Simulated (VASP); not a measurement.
# Hf2Pb (P4/nmm) in VASP: notebook

Runs on Hf2Pb. Level: PBE. Tasks: single point, relaxation of cell and atoms.

All numbers are computed with VASP 6.6.1; they aren't measurements. Logs are shortened: lines on timing, memory, paths and dates and some standing lists are left out, and cuts for length are marked.

## Step 1: The cell of the first run

Symmetry: P4/nmm, No. 129, tetragonal system. Conventional cell: a = 4.326 Å, b = 4.326 Å, c = 7.712 Å, α = 90.00°, β = 90.00°, γ = 90.00°. Within 4.0 Å of Hf (site symmetry -4m2) lie 8 Hf at 3.06 to 3.21 Å and 4 Pb at 3.17 Å. Within 4.0 Å of Hf (site symmetry 4mm) lie 5 Pb at 3.01 to 3.06 Å and 4 Hf at 3.21 Å. Pb (site symmetry 4mm) has 9 Hf at 3.01 to 3.17 Å within 4.0 Å.

The cell was generated, and may not be a known phase.

## Step 2: Single point, PBE

INCAR

```
SYSTEM = Hf2Pb
  PREC = Accurate
  ENCUT = 520
  EDIFF = 1E-6
  ISMEAR = 0
  SIGMA = 0.1
  LREAL = .False.
  LASPH = .True.
  NELM = 60
  ALGO = Fast
  ISIF = 2
  LWAVE = .False.
  LCHARG = .False.
  GGA = PE
  NBANDS = 43
```

KPOINTS

```
regular mesh
0
Gamma
  4 4 4
  0 0 0
```

POSCAR

```
Hf2Pb
1.0
    4.3259620160      0.0000000000      0.0000000000
    0.0000000000      4.3259620160      0.0000000000
    0.0000000000      0.0000000000      7.7118542392
Hf Pb
4 2
Direct
    0.0000000000      0.0000000000      0.0000000000
    0.5000000000      0.5000000000      0.0000000000
    0.0000000000      0.5000000000      0.3081849118
    0.5000000000      0.0000000000      0.6918150882
    0.0000000000      0.5000000000      0.6989433199
    0.5000000000      0.0000000000      0.3010566801
```

Potentials or basis: VASP PAW PBE potentials, release 64 (Hf_pv, Pb_d).

On the command line:

```sh
cat potpaw_PBE.64/Hf_pv/POTCAR potpaw_PBE.64/Pb_d/POTCAR > POTCAR
mpirun -np 1 vasp_std > vasp.out
```

OUTCAR:

```text
SYSTEM = Hf2Pb
   PREC = Accurate
   ENCUT = 520
   EDIFF = 1E-6
   ISMEAR = 0
   LREAL = .False.
   LASPH = .True.
   NELM = 60
   ISIF = 2
   GGA = PE

 ion  position               nearest neighbor table
   1  0.000  0.000  0.000-   2 3.06   2 3.06   2 3.06   2 3.06   5 3.17   6 3.17   6 3.17   5 3.17
                             3 3.21   4 3.21   3 3.21   4 3.21
   2  0.500  0.500  0.000-   1 3.06   1 3.06   1 3.06   1 3.06   6 3.17   6 3.17   5 3.17   5 3.17
                             3 3.21   3 3.21   4 3.21   4 3.21
   3  0.000  0.500  0.308-   5 3.01   6 3.06   6 3.06   6 3.06   6 3.06   1 3.21   2 3.21   2 3.21
                             1 3.21
   4  0.500  0.000  0.692-   6 3.01   5 3.06   5 3.06   5 3.06   5 3.06   1 3.21   1 3.21   2 3.21
                             2 3.21
   5  0.000  0.500  0.699-   3 3.01   4 3.06   4 3.06   4 3.06   4 3.06   1 3.17   2 3.17   2 3.17
                             1 3.17
   6  0.500  0.000  0.301-   4 3.01   3 3.06   3 3.06   3 3.06   3 3.06   1 3.17   1 3.17   2 3.17
                             2 3.17

  LATTYP: Found a simple tetragonal cell.
 ALAT       =     4.3259620160
 C/A-ratio  =     1.7826911588

  Lattice vectors:

 A1 = (   4.3259620160,   0.0000000000,   0.0000000000)
 A2 = (   0.0000000000,   4.3259620160,   0.0000000000)
 A3 = (   0.0000000000,   0.0000000000,   7.7118542392)

Analysis of symmetry for initial positions (statically):
=====================================================================
 Subroutine PRICEL returns:
 Original cell was already a primitive cell.

 Routine SETGRP: Setting up the symmetry group for a
 simple tetragonal supercell.

 Subroutine GETGRP returns: Found 16 space group operations
 (whereof  8 operations were pure point group operations)
 out of a pool of 16 trial point group operations.

The static configuration has the point symmetry D_2d.
 The point group associated with its full space group is D_4h.

Analysis of symmetry for dynamics (positions and initial velocities):
=====================================================================
 Subroutine PRICEL returns:
 Original cell was already a primitive cell.

 Routine SETGRP: Setting up the symmetry group for a
 simple tetragonal supercell.

 Subroutine GETGRP returns: Found 16 space group operations
 (whereof  8 operations were pure point group operations)
 out of a pool of 16 trial point group operations.

The dynamic configuration has the point symmetry D_2d.
 The point group associated with its full space group is D_4h.

 Subroutine INISYM returns: Found 16 space group operations
 (whereof  8 operations are pure point group operations),
 and found     1 'primitive' translations

----------------------------------------------------------------------------------------

                                     Primitive cell

  volume of cell :     144.3192

  direct lattice vectors                    reciprocal lattice vectors
     4.325962016  0.000000000  0.000000000     0.231162455  0.000000000  0.000000000
     0.000000000  4.325962016  0.000000000     0.000000000  0.231162455  0.000000000
     0.000000000  0.000000000  7.711854239     0.000000000  0.000000000  0.129670501

  length of vectors
     4.325962016  4.325962016  7.711854239     0.231162455  0.231162455  0.129670501

  position of ions in fractional coordinates (direct lattice)
     0.000000000  0.000000000  0.000000000
     0.500000000  0.500000000  0.000000000
     0.000000000  0.500000000  0.308184912
     0.500000000  0.000000000  0.691815088
     0.000000000  0.500000000  0.698943320
     0.500000000  0.000000000  0.301056680

  ion indices of the primitive-cell ions
   primitive index   ion index
                 1           1
                 2           2
                 3           3
                 4           4
                 5           5
                 6           6

----------------------------------------------------------------------------------------

 KPOINTS: regular mesh

Automatic generation of k-mesh.
 Grid dimensions read from file:
 generate k-points for:    4    4    4

 Generating k-lattice:

  Cartesian coordinates                     Fractional coordinates (reciprocal lattice)
     0.057790614  0.000000000  0.000000000     0.250000000  0.000000000  0.000000000
     0.000000000  0.057790614  0.000000000     0.000000000  0.250000000  0.000000000
     0.000000000  0.000000000  0.032417625     0.000000000  0.000000000  0.250000000

  Length of vectors
     0.057790614  0.057790614  0.032417625

  Shift w.r.t. Gamma in fractional coordinates (k-lattice)
     0.000000000  0.000000000  0.000000000

 Subroutine IBZKPT returns following result:
 ===========================================

 Found     18 irreducible k-points:

 Following reciprocal coordinates:
            Coordinates               Weight
  0.000000  0.000000  0.000000      1.000000
  0.250000  0.000000  0.000000      4.000000
  0.500000  0.000000  0.000000      2.000000
  0.250000  0.250000  0.000000      4.000000
  0.500000  0.250000  0.000000      4.000000
  0.500000  0.500000  0.000000      1.000000
[... 10 lines left out ...]
  0.500000  0.250000  0.500000      4.000000
  0.500000  0.500000  0.500000      1.000000
   k-points           NKPTS =     18   k-points in BZ     NKDIM =     18   number of bands    NBANDS=     43
   number of dos      NEDOS =    301   number of ions     NIONS =      6
   total plane-waves  NPLWV =  61440
   dimension x,y,z NGX =    32 NGY =   32 NGZ =   60
   dimension x,y,z NGXF=    64 NGYF=   64 NGZF=  120
   ions per type =               4   2
   NGX,Y,Z   is equivalent  to a cutoff of  12.30, 12.30, 12.93 a.u.
   NGXF,Y,Z  is equivalent  to a cutoff of  24.60, 24.60, 25.87 a.u.
 SYSTEM =  Hf2Pb
   PREC   = accura    normal or accurate (medium, high low for compatibility)
   ISTART =      0    job   : 0-new  1-cont  2-samecut
   ICHARG =      2    charge: 1-file 2-atom 10-const
   ISPIN  =      1    spin polarized calculation?
   LNONCOLLINEAR =      F non collinear calculations
   LSORBIT =      F    spin-orbit coupling
   LASPH  =      T    aspherical Exc in radial PAW
   ENCUT  =  520.0 eV  38.22 Ry    6.18 a.u.   8.04  8.04 14.34*2*pi/ulx,y,z
   NELM   =     60;   NELMIN=  2; NELMDL= -5     # of ELM steps
   EDIFF  = 0.1E-05   stopping-criterion for ELM
   LREAL  =      F    real-space projection
   EDIFFG = 0.1E-04   stopping-criterion for IOM
   NSW    =      0    number of steps for IOM
   IBRION =     -1    ionic relax: 0-MD 1-quasi-New 2-CG
   NFREE  =      0    steps in history (QN), initial steepest desc. (CG)
   ISIF   =      2    stress and relaxation
   ISYM   =      2    0-nonsym 1-usesym 2-fastsym
   POTIM  = 0.5000    time-step for ionic-motion
   TEBEG  =    0.0;   TEEND  =   0.0 temperature during run
   PSTRESS=    0.0 pullay stress
   NELECT =      68.0000    total number of electrons
   NUPDOWN=      -1.0000    fix difference up-down
   EMIN   =  10.00;   EMAX   =-10.00  energy-range for DOS
   EFERMI =   0.00;   METHOD = LEGACY
   ISMEAR =     0;   SIGMA  =   0.10  broadening in eV -4-tet -1-fermi 0-gaus
   EFERMI_NEDOS =   21; number of points for ismear=-14 and -15
   IALGO  =     68    algorithm
   IMIX   =      4    mixing-type and parameters
     AMIX     =   0.40;   BMIX     =  1.00
     AMIX_MAG =   1.60;   BMIX_MAG =  1.00
  volume/ion in A,a.u.               =      24.05       162.32
  Fermi-wavevector in a.u.,A,eV,Ry     =   1.273903  2.407328 22.079931  1.622829
  Thomas-Fermi vector in A             =   2.406701
   LORBIT       =      0    0 simple, 1 ext, 2 COOP (PROOUT), +10 PAW based schemes
   GGA     = PE    functional components
   LHFCALC =     F    Hartree Fock is set to
   AEXX    =    0.0000 exact exchange contribution
   IVDW    =     0    specifies the selected vdW correction
   LEPSILON=     F    determine dielectric tensor
   LRPA    =     F    only Hartree local field effects (RPA)
 non-spin polarized calculation
 RMM-DIIS sequential band-by-band and
 Gauss-broadening in eV      SIGMA  =   0.10
  energy-cutoff  :      520.00
  volume of cell :      144.32
 maximum number of plane-waves:      3944
   NGX = 17   NGY = 17   NGZ = 29

 number of electron      68.0000022 magnetization

 Free energy of the ion-electron system (eV)
  ---------------------------------------------------
  ext. energy  EPLUGINS =         0.00000000
  ---------------------------------------------------
  free energy    TOTEN  =       -46.74314006 eV

  energy without entropy =      -46.72420220  energy(sigma->0) =      -46.73367113

 E-fermi :   6.2396     XC(G=0): -11.0281

 val. band max:        6.2190039111   @ k =   0.2500   0.0000   0.2500
 cond. band min:       6.2408463105   @ k =   0.0000   0.0000   0.5000
 fundamental gap:      0.0218423993
 Fermi energy:         6.2395837662

 k-point     1 :       0.0000    0.0000    0.0000
  band No.  band energies     occupation
      1     -25.2330      2.00000
      2     -25.2330      2.00000
      3     -25.2177      2.00000
      4     -25.2177      2.00000
      5     -25.0891      2.00000
      6     -25.0565      2.00000
[... 35 lines left out ...]
     42       8.9891      0.00000
     43       9.4180      0.00000

 k-point     2 :       0.2500    0.0000    0.0000
  band No.  band energies     occupation
      1     -25.2434      2.00000
      2     -25.2324      2.00000
      3     -25.2309      2.00000
      4     -25.2204      2.00000
      5     -25.0830      2.00000
      6     -25.0590      2.00000
[... 35 lines left out ...]
     42       9.5565      0.00000
     43       9.8376      0.00000

 k-point     3 :       0.5000    0.0000    0.0000
  band No.  band energies     occupation
      1     -25.2503      2.00000
      2     -25.2503      2.00000
      3     -25.2260      2.00000
      4     -25.2260      2.00000
      5     -25.0689      2.00000
      6     -25.0689      2.00000
[... 643 lines left out ...]
      6     -25.0760      2.00000
[... 35 lines left out ...]
     42       9.4504      0.00000
     43       9.6219      0.00000

 k-point    18 :       0.5000    0.5000    0.5000
  band No.  band energies     occupation
      1     -25.2585      2.00000
      2     -25.2585      2.00000
      3     -25.2280      2.00000
      4     -25.2280      2.00000
      5     -25.0831      2.00000
      6     -25.0831      2.00000
[... 35 lines left out ...]
     42       8.9604      0.00000
     43       9.0155      0.00000

------------------------ aborting loop because EDIFF is reached ----------------------------------------

  FORCE on cell =-STRESS in cart. coord.  units (eV):
  Direction    XX          YY          ZZ          XY          YZ          ZX
  --------------------------------------------------------------------------------------
  -------------------------------------------------------------------------------------
  Total       -0.2026168     -0.2026168     -0.0535737      0.0000000     -0.0000000      0.0000000
  in kB       -2.2493745     -2.2493745     -0.5947545      0.0000000     -0.0000000      0.0000000
  external PRESSURE =      -1.6978345 kB  Pullay stress =       0.0000000 kB

 VOLUME and BASIS-vectors are now :
 -----------------------------------------------------------------------------
  energy-cutoff  :      520.00
  volume of cell :      144.32
      direct lattice vectors                 reciprocal lattice vectors
     4.325962016  0.000000000  0.000000000     0.231162455  0.000000000  0.000000000
     0.000000000  4.325962016  0.000000000     0.000000000  0.231162455  0.000000000
     0.000000000  0.000000000  7.711854239     0.000000000  0.000000000  0.129670501

 POSITION                                       TOTAL-FORCE (eV/Angst)
 -----------------------------------------------------------------------------------
      0.00000      0.00000      0.00000        -0.000000      0.000000     -0.000000
      2.16298      2.16298      0.00000        -0.000000     -0.000000     -0.000000
      0.00000      2.16298      2.37668        -0.000000      0.000000      0.019431
      2.16298      0.00000      5.33518        -0.000000     -0.000000     -0.019431
      0.00000      2.16298      5.39015         0.000000      0.000000     -0.016222
      2.16298      0.00000      2.32171        -0.000000      0.000000      0.016222
 -----------------------------------------------------------------------------------
    total drift:                                0.000000     -0.000000      0.000000

  FREE ENERGIE OF THE ION-ELECTRON SYSTEM (eV)
  ---------------------------------------------------
  free  energy   TOTEN  =       -46.7431400642 eV

  energy  without entropy=      -46.7242021967  energy(sigma->0) =      -46.73367113
```

It took 58 s on 1 thread of Intel Xeon 6975P-C (Granite Rapids), shared host; peak memory 0.28 GiB.

Results:

| Property | Result |
| --- | --- |
| Free energy | -46.7431 eV |
| Pressure | -0.2 GPa |
| Largest force | 0.019 eV/Å |
| Band gap on the k mesh | zero (bands 34 and 35 overlap by 0.37 eV) |

Forces in eV/Å, atoms in the order of the input:
```
Hf   0.000  0.000  0.000
Hf   0.000  0.000  0.000
Hf   0.000  0.000  0.019
Hf   0.000  0.000 -0.019
Pb   0.000  0.000 -0.016
Pb   0.000  0.000  0.016
```

Levels at points of the mesh, in eV from the Fermi level:
| k point | band 30 | band 31 | band 32 | band 33 | band 34 | band 35 | band 36 | band 37 | band 38 | band 39 |
| --- | --- | --- | --- | --- | --- | --- | --- | --- | --- | --- |
| (0.00, 0.00, 0.00) | -1.58 | -1.15 | -1.11 | -0.37 | -0.37 | -0.14 | 0.44 | 0.44 | 1.17 | 1.61 |
| (0.50, 0.00, 0.00) | -2.09 | -1.42 | -1.42 | -0.14 | -0.14 | 0.61 | 0.61 | 1.46 | 1.46 | 1.98 |
| (0.50, 0.50, 0.00) | -1.85 | -1.79 | -1.79 | -0.58 | -0.58 | 0.21 | 0.21 | 1.48 | 1.48 | 1.66 |
| (0.00, 0.00, 0.50) | -1.22 | -1.14 | -0.80 | -0.19 | -0.05 | -0.05 | 0.00 | 0.00 | 1.25 | 1.81 |
| (0.50, 0.00, 0.50) | -2.02 | -1.24 | -1.24 | -0.24 | -0.24 | 0.82 | 0.82 | 1.39 | 1.39 | 1.67 |
| (0.50, 0.50, 0.50) | -2.22 | -1.50 | -1.50 | -0.54 | -0.54 | -0.24 | -0.24 | 1.71 | 1.72 | 1.83 |

Caveat: the k points lie up to 0.36 Å⁻¹ apart; spin-orbit coupling is left out, which moves the levels of the heavy elements.

## Step 3: Single point, PBE

This run uses another cell than the first one, of 19.78 Å³/atom.

INCAR

```
  ALGO = Fast
  EDIFF = 1E-6
  ENCUT = 520
  GGA = PE
  ISIF = 2
  ISMEAR = 0
  LASPH = T
  LCHARG = T
  LELF = T
  LREAL = F
  LVHAR = T
  LWAVE = F
  NBANDS = 43
  NELM = 80
  PREC = Accurate
  SIGMA = 0.1
```

KPOINTS

```
k-points
0
Gamma
  4 4 4
```

POSCAR

```
Hf2Pb
1.0
    4.1612801200      0.0000000000      0.0000000000
    0.0000000000      4.1612801200      0.0000000000
    0.0000000000      0.0000000000      6.8528606900
Hf Pb
4 2
Direct
    0.0000000000      0.0000000000      0.0000000000
    0.5000000000      0.5000000000      0.0000000000
    0.0000000000      0.5000000000      0.3300000100
    0.5000000000      0.0000000000      0.6699999900
    0.0000000000      0.5000000000      0.7350000100
    0.5000000000      0.0000000000      0.2649999900
```

Potentials or basis: VASP PAW PBE potentials, release 64 (Hf_pv, Pb_d).

On the command line:

```sh
cat potpaw_PBE.64/Hf_pv/POTCAR potpaw_PBE.64/Pb_d/POTCAR > POTCAR
mpirun -np 1 vasp_std > vasp.out
```

Wall time 48 s (1 thread of Intel Xeon 6975P-C (Granite Rapids), shared host); peak memory 0.26 GiB.

Results (log left out):

* Free energy: -43.7275 eV
* Pressure: 31.8 GPa
* Largest force: 2.916 eV/Å
* Band gap on the k mesh: zero (bands 34 and 35 overlap by 0.53 eV)

Forces on the atoms (eV/Å):
```
Hf   0.000  0.000  0.000
Hf   0.000  0.000  0.000
Hf   0.000  0.000  0.371
Hf   0.000  0.000 -0.371
Pb   0.000  0.000 -2.916
Pb   0.000  0.000  2.916
```

Stress tensor (GPa, compression positive):
```
23.67  0.00  0.00
 0.00 23.67  0.00
 0.00  0.00 48.07
```

Levels at points of the mesh, in eV from the Fermi level:
| k point | band 32 | band 33 | band 34 | band 35 | band 36 | band 37 |
| --- | --- | --- | --- | --- | --- | --- |
| (0.00, 0.00, 0.00) | -0.48 | -0.40 | -0.40 | 0.26 | 0.28 | 0.28 |
| (0.50, 0.00, 0.00) | -1.38 | -0.11 | -0.11 | 0.39 | 0.39 | 1.72 |
| (0.50, 0.50, 0.00) | -1.67 | -0.41 | -0.41 | -0.04 | -0.04 | 1.95 |
| (0.00, 0.00, 0.50) | -0.56 | -0.56 | -0.12 | 0.25 | 0.25 | 0.50 |
| (0.50, 0.00, 0.50) | -1.01 | -0.32 | -0.32 | 0.86 | 0.86 | 1.82 |
| (0.50, 0.50, 0.50) | -1.26 | -0.54 | -0.54 | -0.47 | -0.47 | 1.97 |

Caveat: the k points lie up to 0.38 Å⁻¹ apart, too coarse for converged energies and pressures of a metal; spin-orbit coupling is left out, which moves the levels of the heavy elements; forces of over 1 eV/Å act on the atoms, so gaps and moduli don't describe the material at rest.

(Part 1 of 2 ends here.)

The gap in the log of VASP goes by the Fermi energy; the results here count the filled bands.